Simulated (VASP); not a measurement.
# MgCd3O4 (P1) in VASP: single point with PBE

Aim: the single point of MgCd3O4 with PBE.

Everything below comes from runs of VASP 6.6.1. Logs are shortened: lines on timing, memory, paths and dates and some standing lists are left out, and cuts for length are marked.

### Step 1. The cell of the first run

The typed cell holds 8 atoms: a = 3.315 Å, b = 3.323 Å, c = 9.294 Å, α = 90.01°, β = 90.00°, γ = 89.95°.

### Step 2. Single point, PBE

Contents of INCAR:

```
SYSTEM = MgCd3O4
PREC = Accurate
ENCUT = 520
EDIFF = 1E-6
ISMEAR = 0
SIGMA = 0.2
LREAL = .False.
LASPH = .True.
NELM = 60
ALGO = Normal
ISIF = 2
LWAVE = .False.
LCHARG = .False.
GGA = PE
NBANDS = 41
```

Contents of KPOINTS:

```
regular mesh
0
Gamma
  6 6 4
  0 0 0
```

Contents of POSCAR:

```
MgCd3O4
1.0
    3.3154746660      0.0014870185      0.0000025809
    0.0014003322      3.3227347124     -0.0001419573
   -0.0001756434     -0.0017481783      9.2940761628
Mg Cd O
1 3 4
Direct
   -0.0005295021     -0.0313314286      0.0000040438
    0.4999119028      0.4961505624      0.2434174419
   -0.0000432919     -0.0013959412      0.4999854580
    0.4998824448      0.4960539108      0.7565697276
    0.0000350940      0.0014575239      0.2324270057
    0.4999956032      0.4993258691      0.4999992439
    0.0000497017      0.0013173548      0.7675933514
    0.5006980476      0.5384221488      0.0000037275
```

Potentials or basis: VASP PAW PBE potentials, release 64 (Mg, Cd, O).

Launch:

```
$ cat potpaw_PBE.64/Mg/POTCAR potpaw_PBE.64/Cd/POTCAR potpaw_PBE.64/O/POTCAR > POTCAR
$ mpirun -np 1 vasp_std > vasp.out
```

OUTCAR:

```text
SYSTEM = MgCd3O4
   PREC = Accurate
   ENCUT = 520
   EDIFF = 1E-6
   ISMEAR = 0
   LREAL = .False.
   LASPH = .True.
   NELM = 60
   ISIF = 2
   GGA = PE

 ion  position               nearest neighbor table
   1  0.999  0.969  0.000-   7 2.16   5 2.16   8 2.19   8 2.19   8 2.51   8 2.52   4 3.21   4 3.21
                             2 3.21   2 3.21   2 3.31   4 3.31   2 3.31   4 3.31
   2  0.500  0.496  0.243-   8 2.27   5 2.34   5 2.34   5 2.36   5 2.36   6 2.38   1 3.21   1 3.21
                             1 3.31   1 3.31   3 3.34   3 3.34   3 3.35   3 3.35
   3  1.000  0.999  0.500-   6 2.34   6 2.35   6 2.35   6 2.35   5 2.49   7 2.49   4 3.34   2 3.34
                             4 3.34   2 3.34   2 3.35   4 3.35   2 3.35   4 3.35
   4  0.500  0.496  0.757-   8 2.27   7 2.34   7 2.34   7 2.36   7 2.36   6 2.38   1 3.21   1 3.21
                             1 3.31   1 3.31   3 3.34   3 3.34   3 3.35   3 3.35
   5  0.000  0.001  0.232-   1 2.16   2 2.34   2 2.34   2 2.36   2 2.36   3 2.49
   6  0.500  0.499  0.500-   3 2.34   3 2.35   3 2.35   3 2.35   4 2.38   2 2.38
   7  0.000  0.001  0.768-   1 2.16   4 2.34   4 2.34   4 2.36   4 2.36   3 2.49
   8  0.501  0.538  0.000-   1 2.19   1 2.19   2 2.27   4 2.27   1 2.51   1 2.52

  LATTYP: Found a triclinic cell.
 ALAT       =     3.3227350105
 B/A-ratio  =     0.9978150496
 C/A-ratio  =     2.7971163212
 COS(alpha) =     0.0000182043
 COS(beta)  =     0.0002308269
 COS(gamma) =     0.0008699479

  Lattice vectors:

 A1 = (   0.0014003322,   3.3227347124,  -0.0001419573)
 A2 = (   3.3154746660,   0.0014870185,   0.0000025809)
 A3 = (   0.0001756434,   0.0017481783,  -9.2940761628)

Analysis of symmetry for initial positions (statically):
=====================================================================
 Subroutine PRICEL returns:
 Original cell was already a primitive cell.

 Routine SETGRP: Setting up the symmetry group for a
 triclinic supercell.

 Subroutine GETGRP returns: Found  1 space group operations
 (whereof  1 operations were pure point group operations)
 out of a pool of  2 trial point group operations.

The static configuration has the point symmetry C_1 .

Analysis of symmetry for dynamics (positions and initial velocities):
=====================================================================
 Subroutine PRICEL returns:
 Original cell was already a primitive cell.

 Routine SETGRP: Setting up the symmetry group for a
 triclinic supercell.

 Subroutine GETGRP returns: Found  1 space group operations
 (whereof  1 operations were pure point group operations)
 out of a pool of  2 trial point group operations.

The dynamic configuration has the point symmetry C_1 .

 Subroutine INISYM returns: Found  1 space group operations
 (whereof  1 operations are pure point group operations),
 and found     1 'primitive' translations

----------------------------------------------------------------------------------------

                                     Primitive cell

  volume of cell :     102.3876

  direct lattice vectors                    reciprocal lattice vectors
     3.315474666  0.001487019  0.000002581     0.301615995 -0.000127113  0.000005676
     0.001400332  3.322734712 -0.000141957    -0.000134982  0.300956978  0.000056606
    -0.000175643 -0.001748178  9.294076163    -0.000000086  0.000004597  0.107595418

  length of vectors
     3.315474999  3.322735011  9.294076329     0.301616021  0.300957013  0.107595418

  position of ions in fractional coordinates (direct lattice)
     0.999470498  0.968668571  0.000004044
     0.499911903  0.496150562  0.243417442
     0.999956708  0.998604059  0.499985458
     0.499882445  0.496053911  0.756569728
     0.000035094  0.001457524  0.232427006
     0.499995603  0.499325869  0.499999244
     0.000049702  0.001317355  0.767593351
     0.500698048  0.538422149  0.000003728

  ion indices of the primitive-cell ions
   primitive index   ion index
                 1           1
                 2           2
                 3           3
                 4           4
                 5           5
                 6           6
                 7           7
                 8           8

----------------------------------------------------------------------------------------

 KPOINTS: regular mesh

Automatic generation of k-mesh.
 Grid dimensions read from file:
 generate k-points for:    6    6    4

 Generating k-lattice:

  Cartesian coordinates                     Fractional coordinates (reciprocal lattice)
     0.050269332 -0.000021185  0.000000946     0.166666667 -0.000000000  0.000000000
    -0.000022497  0.050159496  0.000009434     0.000000000  0.166666667 -0.000000000
    -0.000000021  0.000001149  0.026898854     0.000000000  0.000000000  0.250000000

  Length of vectors
     0.050269337  0.050159502  0.026898854

  Shift w.r.t. Gamma in fractional coordinates (k-lattice)
     0.000000000  0.000000000  0.000000000

 Subroutine IBZKPT returns following result:
 ===========================================

 Found     76 irreducible k-points:

 Following reciprocal coordinates:
            Coordinates               Weight
  0.000000  0.000000  0.000000      1.000000
  0.166667  0.000000  0.000000      2.000000
  0.333333  0.000000  0.000000      2.000000
  0.500000  0.000000  0.000000      1.000000
 -0.000000  0.166667 -0.000000      2.000000
  0.166667  0.166667 -0.000000      2.000000
[... 16 lines left out ...]
  0.333333 -0.000000  0.250000      2.000000
  0.500000 -0.000000  0.250000      2.000000
 [... further k-points ...]
   k-points           NKPTS =     76   k-points in BZ     NKDIM =     76   number of bands    NBANDS=     41
   number of dos      NEDOS =    301   number of ions     NIONS =      8
   total plane-waves  NPLWV =  54880
   dimension x,y,z NGX =    28 NGY =   28 NGZ =   70
   dimension x,y,z NGXF=    56 NGYF=   56 NGZF=  140
   ions per type =               1   3   4
   NGX,Y,Z   is equivalent  to a cutoff of  14.04, 14.01, 12.52 a.u.
   NGXF,Y,Z  is equivalent  to a cutoff of  28.08, 28.02, 25.04 a.u.
 SYSTEM =  MgCd3O4
   PREC   = accura    normal or accurate (medium, high low for compatibility)
   ISTART =      0    job   : 0-new  1-cont  2-samecut
   ICHARG =      2    charge: 1-file 2-atom 10-const
   ISPIN  =      1    spin polarized calculation?
   LNONCOLLINEAR =      F non collinear calculations
   LSORBIT =      F    spin-orbit coupling
   LASPH  =      T    aspherical Exc in radial PAW
   ENCUT  =  520.0 eV  38.22 Ry    6.18 a.u.   6.16  6.18 17.28*2*pi/ulx,y,z
   NELM   =     60;   NELMIN=  2; NELMDL= -5     # of ELM steps
   EDIFF  = 0.1E-05   stopping-criterion for ELM
   LREAL  =      F    real-space projection
   EDIFFG = 0.1E-04   stopping-criterion for IOM
   NSW    =      0    number of steps for IOM
   IBRION =     -1    ionic relax: 0-MD 1-quasi-New 2-CG
   NFREE  =      0    steps in history (QN), initial steepest desc. (CG)
   ISIF   =      2    stress and relaxation
   ISYM   =      2    0-nonsym 1-usesym 2-fastsym
   POTIM  = 0.5000    time-step for ionic-motion
   TEBEG  =    0.0;   TEEND  =   0.0 temperature during run
   PSTRESS=    0.0 pullay stress
   NELECT =      62.0000    total number of electrons
   NUPDOWN=      -1.0000    fix difference up-down
   EMIN   =  10.00;   EMAX   =-10.00  energy-range for DOS
   EFERMI =   0.00;   METHOD = LEGACY
   ISMEAR =     0;   SIGMA  =   0.20  broadening in eV -4-tet -1-fermi 0-gaus
   EFERMI_NEDOS =   21; number of points for ismear=-14 and -15
   IALGO  =     38    algorithm
   IMIX   =      4    mixing-type and parameters
     AMIX     =   0.40;   BMIX     =  1.00
     AMIX_MAG =   1.60;   BMIX_MAG =  1.00
  volume/ion in A,a.u.               =      12.80        86.37
  Fermi-wavevector in a.u.,A,eV,Ry     =   1.385021  2.617309 26.099810  1.918282
  Thomas-Fermi vector in A             =   2.509470
   LORBIT       =      0    0 simple, 1 ext, 2 COOP (PROOUT), +10 PAW based schemes
   GGA     = PE    functional components
   LHFCALC =     F    Hartree Fock is set to
   AEXX    =    0.0000 exact exchange contribution
   IVDW    =     0    specifies the selected vdW correction
   LEPSILON=     F    determine dielectric tensor
   LRPA    =     F    only Hartree local field effects (RPA)
 non-spin polarized calculation
 Gauss-broadening in eV      SIGMA  =   0.20
  energy-cutoff  :      520.00
  volume of cell :      102.39
 maximum number of plane-waves:      2800
 NGX is ok and might be reduce to    28
   NGX = 13   NGY = 13   NGZ = 35

 number of electron      62.0000031 magnetization

 Free energy of the ion-electron system (eV)
  ---------------------------------------------------
  ext. energy  EPLUGINS =         0.00000000
  ---------------------------------------------------
  free energy    TOTEN  =       -34.51424472 eV

  energy without entropy =      -34.50925704  energy(sigma->0) =      -34.51175088

 E-fermi :   2.3995     XC(G=0): -11.2495

 val. band max:        2.2670641418   @ k =   0.5000   0.0000   0.0000
 cond. band min:       2.6147818957   @ k =  -0.0000   0.0000   0.2500
 fundamental gap:      0.3477177539
 Fermi energy:         2.3995376443

 k-point     1 :       0.0000    0.0000    0.0000
  band No.  band energies     occupation
      1     -15.3082      2.00000
      2     -14.8739      2.00000
      3     -14.7603      2.00000
      4     -14.2020      2.00000
      5      -5.2782      2.00000
      6      -4.9417      2.00000
[... 33 lines left out ...]
     40      13.6916      0.00000
     41      14.4894      0.00000

 k-point     2 :       0.1667    0.0000    0.0000
  band No.  band energies     occupation
      1     -15.1970      2.00000
      2     -14.7811      2.00000
      3     -14.6687      2.00000
      4     -14.1745      2.00000
      5      -5.2594      2.00000
      6      -5.0969      2.00000
[... 957 lines left out ...]
     40      12.2128      0.00000
     41      13.0865      0.00000

 k-point    24 :       0.5000   -0.0000    0.2500
  band No.  band energies     occupation
      1     -14.8206      2.00000
      2     -14.4232      2.00000
      3     -14.3821      2.00000
      4     -14.1635      2.00000
      5      -5.6641      2.00000
      6      -5.4843      2.00000
[... 33 lines left out ...]
     40      12.0779      0.00000
     41      12.3384      0.00000

 [... further k-points ...]
[... 5 lines left out ...]
  --------------------------------------------------------------------------------------
  -------------------------------------------------------------------------------------
  Total        0.6415446      0.6481408      0.5964799     -0.0115042      0.0075342      0.0006953
  in kB       10.0389882     10.1422051      9.3338085     -0.1800198      0.1178970      0.0108795
  external PRESSURE =       9.8383339 kB  Pullay stress =       0.0000000 kB

 VOLUME and BASIS-vectors are now :
 -----------------------------------------------------------------------------
  energy-cutoff  :      520.00
  volume of cell :      102.39
      direct lattice vectors                 reciprocal lattice vectors
     3.315474666  0.001487019  0.000002581     0.301615995 -0.000127113  0.000005676
     0.001400332  3.322734712 -0.000141957    -0.000134982  0.300956978  0.000056606
    -0.000175643 -0.001748178  9.294076163    -0.000000086  0.000004597  0.107595418

 POSITION                                       TOTAL-FORCE (eV/Angst)
 -----------------------------------------------------------------------------------
      3.31508      3.22011     -0.00010         0.000717     -0.000438     -0.000384
      1.65810      1.64889      2.26227         0.000070      0.002723      0.024856
      3.31664      3.31871      4.64676         0.000295      0.001296      0.000596
      1.65791      1.64768      7.03155         0.000783      0.002367     -0.024118
      0.00008      0.00444      2.16019        -0.000035     -0.007370     -0.039846
      1.65833      1.65900      4.64696        -0.000232     -0.000589     -0.000127
      0.00003      0.00304      7.13407        -0.000789     -0.006483      0.039156
      1.66081      1.78978     -0.00004        -0.000809      0.008493     -0.000133
 -----------------------------------------------------------------------------------
    total drift:                               -0.000066      0.000148      0.000012

  FREE ENERGIE OF THE ION-ELECTRON SYSTEM (eV)
  ---------------------------------------------------
  free  energy   TOTEN  =       -34.5142447218 eV

  energy  without entropy=      -34.5092570445  energy(sigma->0) =      -34.51175088
```

Wall time 5.7 min (1 thread of Intel Xeon 6975P-C, shared host); peak memory 0.41 GiB.

Results:

| Quantity | Value |
| --- | --- |
| Free energy | -34.5142 eV |
| Pressure | 1.0 GPa |
| Largest force | 0.041 eV/Å |
| Band gap on the k mesh | zero (band 31 reaches 2.27 eV, above the bottom of band 32 at 2.05 eV) |

Forces in eV/Å, atoms in the order of the input:
```
Mg   0.001  0.000  0.000
Cd   0.000  0.003  0.025
Cd   0.000  0.001  0.001
Cd   0.001  0.002 -0.024
O    0.000 -0.007 -0.040
O    0.000 -0.001  0.000
O   -0.001 -0.006  0.039
O   -0.001  0.008  0.000
```

Stress tensor (GPa, compression positive):
```
 1.00 -0.02  0.00
-0.02  1.01  0.01
 0.00  0.01  0.93
```
